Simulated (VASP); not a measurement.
A run of VASP 6.6.1:

The input INCAR:

```
PREC = Accurate ; ENCUT = 520
EDIFF = 1E-6 ; ISMEAR = -1
SIGMA = 0.1 ; LREAL = F
LASPH = T ; NELM = 80
ALGO = Normal ; ISIF = 2
LWAVE = F ; LCHARG = F
NBANDS = 18
```

KPOINTS

```
Automatic mesh
0
Gamma
  14 14 8
```

Contents of POSCAR:

```
Au
1.0
    2.7616809986      0.0000000000      0.0000000000
   -1.3808404993      2.3916859020      0.0000000000
    0.0000000000      0.0000000000      4.6196373882
Au
2
Direct
    0.3333333333      0.6666666667      0.2500000000
    0.6666666667      0.3333333333      0.7500000000
```

Potentials or basis: VASP PAW LDA potentials, release 64 (Au).

The run is started by

```console
$ cat potpaw_LDA.64/Au/POTCAR > POTCAR
$ mpirun -np 1 vasp_std > vasp.out
```

Hardware: 1 thread of Intel(R) Xeon(R) Platinum 8559C (Emerald Rapids), on a shared host.

Question: How long does it take, and how much memory?

Answer: Wall time 20 s on 1 thread of Intel(R) Xeon(R) Platinum 8559C (Emerald Rapids), on a shared host, peak memory 0.17 GiB. Counts: scf iterations 11, k points 120.
